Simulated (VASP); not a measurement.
Write the native input for VASP 6.6.1 that does the following.

| Item | Value |
| --- | --- |
| Task | single point |
| Functional | RPBE |
| Potentials or basis | VASP PAW PBE potentials, release 64 (Ba_sv) |
| Cutoff | 520 eV |
| k mesh | 6 × 6 × 8 |
| Occupations | fermi-dirac, width 0.1 eV |
| Spin | no spin polarisation |
| Dipole correction | no |
| Further INCAR settings | ALGO = Normal; EDIFF = 1e-07; NBANDS = 22 |

The structure of Ba lies in POSCAR:

```
Ba
1.0
    7.5015019882      0.0000000000      0.0000000000
   -3.7507509941      6.4964912883      0.0000000000
    0.0000000000      0.0000000000      4.4566436876
Ba
3
Direct
    1.0000000000      0.0000000000      1.0000000000
    0.3333333333      0.6666666667      0.5000000000
    0.6666666667      0.3333333333      0.5000000000
```

This isn't the form of Ba at room conditions, which is bcc.

The input as run:

INCAR

```
ALGO = Normal ; EDIFF = 1E-7
ENCUT = 520 ; GGA = RP
ISIF = 2 ; ISMEAR = -1
LASPH = T ; LCHARG = F
LREAL = F ; LWAVE = F
NBANDS = 22 ; NELM = 100
PREC = Accurate ; SIGMA = 0.1
```

KPOINTS

```
k-points
0
Gamma
  6 6 8
```

Potentials or basis: VASP PAW PBE potentials, release 64 (Ba_sv).

Command:

```console
$ cat potpaw_PBE.64/Ba_sv/POTCAR > POTCAR
$ mpirun -np 1 vasp_std > vasp.out
```

It gave:

The pressure is -0.3 GPa and the band gap on the k mesh is zero (bands 15 and 16 overlap by 0.57 eV).

Caveat: the PAW data sets were made with another functional, which shifts forces and pressure a little; spin-orbit coupling is left out, which moves the levels of the heavy elements.

Run time: 84 s on 1 thread of AMD EPYC 9R45 96-Core Processor (Zen 5), with other jobs on the host, peak memory 0.35 GiB.
